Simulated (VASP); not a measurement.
Runs of VASP 6.6.1 on NaF (l.bB). The structure is that of space group Fm-3m (No. 225), or close to it. The cells are those of the table. 

| task | cell | k mesh | gap on the mesh (eV) | pressure (GPa) | relaxed volume (Å³/atom) |
| --- | --- | --- | --- | --- | --- |
| relaxation of cell and atoms | relaxed from a = 3.184 Å, angles 60.0°, 2 atoms | 10 × 10 × 10 | 6.45 | 0.0 | 11.39 |
| single point | a = 3.184 Å, angles 60.0°, 2 atoms | 10 × 10 × 10 | 6.44 | -0.1 | - |
| relaxation of cell and atoms | relaxed from a = 3.274 Å, angles 60.0°, 2 atoms | 8 × 8 × 8 | 6.46 | 0.0 | (a) |
| single point | a = 3.184 Å, angles 60.0°, 2 atoms | 8 × 8 × 8 | 6.44 | -0.1 | - |

Alike in all rows: level LDA; potentials or basis VASP PAW LDA potentials, release 64 (Na_pv, F); no spin polarisation; cutoff (eV) 600; smearing gaussian 0.02 eV.

Problem. Fill in the values left out.

Solution. (a) 11.37.

A k mesh can miss the band edges.
